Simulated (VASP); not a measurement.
# MgH2 (Imm2) in VASP: notebook

MgH2 is run at these levels: PBE; tasks: single point, relaxation of cell and atoms.

Everything below comes from runs of VASP 6.6.1. Logs are shortened: lines on timing, memory, paths and dates and some standing lists are left out, and cuts for length are marked.

## 1. The cell of the first run

The structure is orthorhombic, space group Imm2 (No. 44). The conventional cell has a = 2.696 Å, b = 4.752 Å, c = 4.104 Å, α = 90.00°, β = 90.00°, γ = 90.00°. Mg (site symmetry mm2) has 6 H at 1.87 to 1.91 Å within 2.5 Å. Within 2.5 Å of H (site symmetry m) lie 3 Mg at 1.87 to 1.91 Å and 6 H at 2.33 to 2.46 Å.

## 2. Single point, PBE

INCAR

```
SYSTEM = MgH2
ALGO = Normal ; EDIFF = 1E-7
ENCUT = 520 ; GGA = PE
ISIF = 2 ; ISMEAR = 0
LASPH = .True. ; LCHARG = .True.
LELF = .True. ; LREAL = .False.
LVHAR = .True. ; LWAVE = .False.
NBANDS = 9 ; NELM = 80
PREC = Accurate ; SIGMA = 0.1
```

KPOINTS

```
k-points
0
Gamma
  8 8 8
  0 0 0
```

POSCAR

```
MgH2
1.0
   -1.3480843400      2.3761577700      2.0521304500
    1.3480843400     -2.3761577700      2.0521304500
    1.3480843400      2.3761577700     -2.0521304500
Mg H
1 2
Direct
    0.3656184200      0.8656184200      0.5000000000
    0.9789568800      0.2239234700      0.7550334100
    0.4688900500      0.2239234700      0.2449665900
```

Potentials or basis: VASP PAW PBE potentials, release 64 (Mg, H).

Started as:

```console
$ cat potpaw_PBE.64/Mg/POTCAR potpaw_PBE.64/H/POTCAR > POTCAR
$ mpirun -np 1 vasp_std > vasp.out
```

OUTCAR:

```text
SYSTEM = MgH2
   EDIFF = 1E-7
   ENCUT = 520
   GGA = PE
   ISIF = 2
   ISMEAR = 0
   LASPH = .True.
   LREAL = .False.
   NELM = 80
   PREC = Accurate

 ion  position               nearest neighbor table
   1  0.366  0.866  0.500-   3 1.87   2 1.87   2 1.87   3 1.87   3 1.91   2 1.91
   2  0.979  0.224  0.755-   1 1.87   1 1.87   1 1.91
   3  0.469  0.224  0.245-   1 1.87   1 1.87   1 1.91

  LATTYP: Found a body centered orthorhombic cell.
 ALAT       =     2.6961686800
 B/A-ratio  =     1.5222567232
 C/A-ratio  =     1.7626180347

  Lattice vectors:

 A1 = (   1.3480843400,  -2.3761577700,  -2.0521304500)
 A2 = (  -1.3480843400,  -2.3761577700,   2.0521304500)
 A3 = (  -1.3480843400,   2.3761577700,  -2.0521304500)

Analysis of symmetry for initial positions (statically):
=====================================================================
 Subroutine PRICEL returns:
 Original cell was already a primitive cell.

 Routine SETGRP: Setting up the symmetry group for a
 body centered orthorhombic supercell.

 Subroutine GETGRP returns: Found  4 space group operations
 (whereof  4 operations were pure point group operations)
 out of a pool of  8 trial point group operations.

The static configuration has the point symmetry C_2v.

Analysis of symmetry for dynamics (positions and initial velocities):
=====================================================================
 Subroutine PRICEL returns:
 Original cell was already a primitive cell.

 Routine SETGRP: Setting up the symmetry group for a
 body centered orthorhombic supercell.

 Subroutine GETGRP returns: Found  4 space group operations
 (whereof  4 operations were pure point group operations)
 out of a pool of  8 trial point group operations.

The dynamic configuration has the point symmetry C_2v.

 Subroutine INISYM returns: Found  4 space group operations
 (whereof  4 operations are pure point group operations),
 and found     1 'primitive' translations

----------------------------------------------------------------------------------------

                                     Primitive cell

  volume of cell :      26.2940

  direct lattice vectors                    reciprocal lattice vectors
    -1.348084340  2.376157770  2.052130450     0.000000000  0.210423738  0.243649228
     1.348084340 -2.376157770  2.052130450     0.370896676  0.000000000  0.243649228
     1.348084340  2.376157770 -2.052130450     0.370896676  0.210423738  0.000000000

  length of vectors
     3.416825503  3.416825503  3.416825503     0.321936478  0.443767158  0.426429940

  position of ions in fractional coordinates (direct lattice)
     0.365618420  0.865618420  0.500000000
     0.978956880  0.223923470  0.755033410
     0.468890050  0.223923470  0.244966590

  ion indices of the primitive-cell ions
   primitive index   ion index
                 1           1
                 2           2
                 3           3

----------------------------------------------------------------------------------------

 KPOINTS: k-points

Automatic generation of k-mesh.
 Grid dimensions read from file:
 generate k-points for:    8    8    8

 Generating k-lattice:

  Cartesian coordinates                     Fractional coordinates (reciprocal lattice)
     0.000000000  0.026302967  0.030456154     0.125000000  0.000000000  0.000000000
     0.046362084  0.000000000  0.030456154     0.000000000  0.125000000  0.000000000
     0.046362084  0.026302967  0.000000000     0.000000000  0.000000000  0.125000000

  Length of vectors
     0.040242060  0.055470895  0.053303742

  Shift w.r.t. Gamma in fractional coordinates (k-lattice)
     0.000000000  0.000000000  0.000000000

 Subroutine IBZKPT returns following result:
 ===========================================

 Found     95 irreducible k-points:

 Following reciprocal coordinates:
            Coordinates               Weight
  0.000000  0.000000  0.000000      1.000000
  0.125000  0.000000 -0.000000      4.000000
  0.250000  0.000000 -0.000000      4.000000
  0.375000  0.000000  0.000000      4.000000
  0.500000  0.000000 -0.000000      2.000000
  0.000000  0.125000 -0.000000      4.000000
[... 16 lines left out ...]
  0.125000  0.375000  0.000000      8.000000
  0.250000  0.375000  0.000000      8.000000
 [... further k-points ...]
   k-points           NKPTS =     95   k-points in BZ     NKDIM =     95   number of bands    NBANDS=      9
   number of dos      NEDOS =    301   number of ions     NIONS =      3
   total plane-waves  NPLWV =  21952
   dimension x,y,z NGX =    28 NGY =   28 NGZ =   28
   dimension x,y,z NGXF=    56 NGYF=   56 NGZF=   56
   ions per type =               1   2
   NGX,Y,Z   is equivalent  to a cutoff of  13.62, 13.62, 13.62 a.u.
   NGXF,Y,Z  is equivalent  to a cutoff of  27.25, 27.25, 27.25 a.u.
 SYSTEM =  MgH2
   PREC   = accura    normal or accurate (medium, high low for compatibility)
   ISTART =      0    job   : 0-new  1-cont  2-samecut
   ICHARG =      2    charge: 1-file 2-atom 10-const
   ISPIN  =      1    spin polarized calculation?
   LNONCOLLINEAR =      F non collinear calculations
   LSORBIT =      F    spin-orbit coupling
   LASPH  =      T    aspherical Exc in radial PAW
   ENCUT  =  520.0 eV  38.22 Ry    6.18 a.u.   6.35  6.35  6.35*2*pi/ulx,y,z
   NELM   =     80;   NELMIN=  2; NELMDL= -5     # of ELM steps
   EDIFF  = 0.1E-06   stopping-criterion for ELM
   LREAL  =      F    real-space projection
   EDIFFG = 0.1E-05   stopping-criterion for IOM
   NSW    =      0    number of steps for IOM
   IBRION =     -1    ionic relax: 0-MD 1-quasi-New 2-CG
   NFREE  =      0    steps in history (QN), initial steepest desc. (CG)
   ISIF   =      2    stress and relaxation
   ISYM   =      2    0-nonsym 1-usesym 2-fastsym
   POTIM  = 0.5000    time-step for ionic-motion
   TEBEG  =    0.0;   TEEND  =   0.0 temperature during run
   PSTRESS=    0.0 pullay stress
   NELECT =       4.0000    total number of electrons
   NUPDOWN=      -1.0000    fix difference up-down
   EMIN   =  10.00;   EMAX   =-10.00  energy-range for DOS
   EFERMI =   0.00;   METHOD = LEGACY
   ISMEAR =     0;   SIGMA  =   0.10  broadening in eV -4-tet -1-fermi 0-gaus
   EFERMI_NEDOS =   21; number of points for ismear=-14 and -15
   IALGO  =     38    algorithm
   IMIX   =      4    mixing-type and parameters
     AMIX     =   0.40;   BMIX     =  1.00
     AMIX_MAG =   1.60;   BMIX_MAG =  1.00
  volume/ion in A,a.u.               =       8.76        59.15
  Fermi-wavevector in a.u.,A,eV,Ry     =   0.873928  1.651485 10.391455  0.763750
  Thomas-Fermi vector in A             =   1.993388
   LORBIT       =      0    0 simple, 1 ext, 2 COOP (PROOUT), +10 PAW based schemes
   GGA     = PE    functional components
   LHFCALC =     F    Hartree Fock is set to
   AEXX    =    0.0000 exact exchange contribution
   IVDW    =     0    specifies the selected vdW correction
   LEPSILON=     F    determine dielectric tensor
   LRPA    =     F    only Hartree local field effects (RPA)
 non-spin polarized calculation
 Gauss-broadening in eV      SIGMA  =   0.10
  energy-cutoff  :      520.00
  volume of cell :       26.29
 maximum number of plane-waves:       725
 NGX is ok and might be reduce to    28
   NGX = 13   NGY = 13   NGZ = 13

 number of electron       4.0000000 magnetization

 Free energy of the ion-electron system (eV)
  ---------------------------------------------------
  ext. energy  EPLUGINS =         0.00000000
  ---------------------------------------------------
  free energy    TOTEN  =        -8.24714856 eV

  energy without entropy =       -8.24714645  energy(sigma->0) =       -8.24714750

 E-fermi :   2.3383     XC(G=0):  -8.9057

 val. band max:        2.1076756575   @ k =  -0.1250   0.1250   0.1250
 cond. band min:       2.5545496061   @ k =   0.5000   0.5000   0.5000
 fundamental gap:      0.4468739487
 Fermi energy:         2.3382532183

 k-point     1 :       0.0000    0.0000    0.0000
  band No.  band energies     occupation
      1      -7.0461      2.00000
      2       1.9531      2.00000
      3       9.4926      0.00000
      4       9.9632      0.00000
      5      11.7223      0.00000
      6      15.8061      0.00000
      7      18.5520      0.00000
      8      19.0058      0.00000
      9      20.4112      0.00000

 k-point     2 :       0.1250    0.0000   -0.0000
  band No.  band energies     occupation
      1      -6.8245      2.00000
      2       1.3731      2.00000
      3       8.8368      0.00000
      4       9.9523      0.00000
      5      13.5699      0.00000
      6      14.8714      0.00000
      7      18.3188      0.00000
      8      18.8287      0.00000
      9      18.9349      0.00000

 k-point     3 :       0.2500    0.0000   -0.0000
  band No.  band energies     occupation
      1      -6.1687      2.00000
      2      -0.0968      2.00000
      3       8.3906      0.00000
      4      10.6271      0.00000
      5      13.0522      0.00000
      6      15.9936      0.00000
      7      17.6920      0.00000
      8      17.9430      0.00000
      9      19.1080      0.00000

 k-point     4 :       0.3750    0.0000    0.0000
  band No.  band energies     occupation
      1      -5.1118      2.00000
      2      -1.8778      2.00000
      3       8.6548      0.00000
      4      11.1144      0.00000
      5      11.9847      0.00000
      6      15.2831      0.00000
      7      17.7533      0.00000
      8      18.0861      0.00000
      9      18.3288      0.00000

 k-point     5 :       0.5000    0.0000   -0.0000
  band No.  band energies     occupation
      1      -3.9815      2.00000
      2      -3.2832      2.00000
      3       9.0695      0.00000
      4      10.4256      0.00000
      5      12.5520      0.00000
      6      14.4604      0.00000
      7      17.8194      0.00000
      8      17.9268      0.00000
      9      18.4030      0.00000

 k-point     6 :       0.0000    0.1250   -0.0000
  band No.  band energies     occupation
      1      -6.6261      2.00000
      2       1.6949      2.00000
      3       9.0443      0.00000
      4      10.2573      0.00000
      5      12.8529      0.00000
      6      14.1077      0.00000
      7      14.9890      0.00000
      8      18.2936      0.00000
      9      19.7842      0.00000
[... 169 lines left out ...]
 k-point    21 :      -0.1250    0.2500   -0.0000
  band No.  band energies     occupation
      1      -5.6767      2.00000
      2       1.6668      2.00000
      3       9.2351      0.00000
      4      10.2112      0.00000
      5      11.1532      0.00000
      6      12.1630      0.00000
      7      13.5878      0.00000
      8      16.6081      0.00000
      9      17.7158      0.00000

 k-point    22 :       0.0000    0.3750    0.0000
  band No.  band energies     occupation
      1      -3.6095      2.00000
      2       0.9467      2.00000
      3       5.1425      0.00000
      4       8.5360      0.00000
      5       8.9979      0.00000
      6      12.3134      0.00000
      7      17.1423      0.00000
      8      17.5871      0.00000
      9      19.7879      0.00000

 k-point    23 :       0.1250    0.3750    0.0000
  band No.  band energies     occupation
      1      -2.9065      2.00000
      2       0.2279      2.00000
      3       4.3997      0.00000
      4       7.8612      0.00000
      5       9.0464      0.00000
      6      13.5772      0.00000
      7      15.9632      0.00000
      8      19.4079      0.00000
      9      20.8561      0.00000

 k-point    24 :       0.2500    0.3750    0.0000
  band No.  band energies     occupation
      1      -2.0625      2.00000
      2      -0.8215      2.00000
      3       4.2893      0.00000
      4       7.7958      0.00000
      5       9.3477      0.00000
      6      13.5576      0.00000
      7      15.9317      0.00000
      8      18.1727      0.00000
      9      21.6997      0.00000

 [... further k-points ...]
[... 5 lines left out ...]
  --------------------------------------------------------------------------------------
  -------------------------------------------------------------------------------------
  Total        3.1262765      1.0173422      1.0505358      0.0000000      0.0000000      0.0000000
  in kB      190.4937275     61.9898185     64.0124067      0.0000000      0.0000000      0.0000000
  external PRESSURE =     105.4986509 kB  Pullay stress =       0.0000000 kB

 VOLUME and BASIS-vectors are now :
 -----------------------------------------------------------------------------
  energy-cutoff  :      520.00
  volume of cell :       26.29
      direct lattice vectors                 reciprocal lattice vectors
    -1.348084340  2.376157770  2.052130450     0.000000000  0.210423738  0.243649228
     1.348084340 -2.376157770  2.052130450     0.370896676  0.000000000  0.243649228
     1.348084340  2.376157770 -2.052130450     0.370896676  0.210423738  0.000000000

 POSITION                                       TOTAL-FORCE (eV/Angst)
 -----------------------------------------------------------------------------------
      1.34808      0.00000      1.50059         0.000000      0.000000     -0.267131
      0.00000      3.58816      0.91904         0.000000     -0.142739      0.133565
      0.00000      1.16416      0.91904        -0.000000      0.142739      0.133565
 -----------------------------------------------------------------------------------
    total drift:                               -0.000001      0.000002      0.000080

  FREE ENERGIE OF THE ION-ELECTRON SYSTEM (eV)
  ---------------------------------------------------
  free  energy   TOTEN  =        -8.2471485572 eV

  energy  without entropy=       -8.2471464511  energy(sigma->0) =       -8.24714750
```

Wall time 13 s (1 thread of Intel Xeon 6975P-C (Granite Rapids), shared host); peak memory 0.17 GiB.

What came out:

```yaml
Free_energy: -8.2471 eV
Pressure: 10.5 GPa
Largest_force: 0.267 eV/Å
Band_gap_on_the_k_mesh: 0.45 eV, indirect (least direct gap 2.37 eV)
```

Forces in eV/Å, atoms in the order of the input:
```
Mg   0.000  0.000 -0.267
H    0.000 -0.143  0.134
H    0.000  0.143  0.134
```

(Continued in part 2 of 2.)
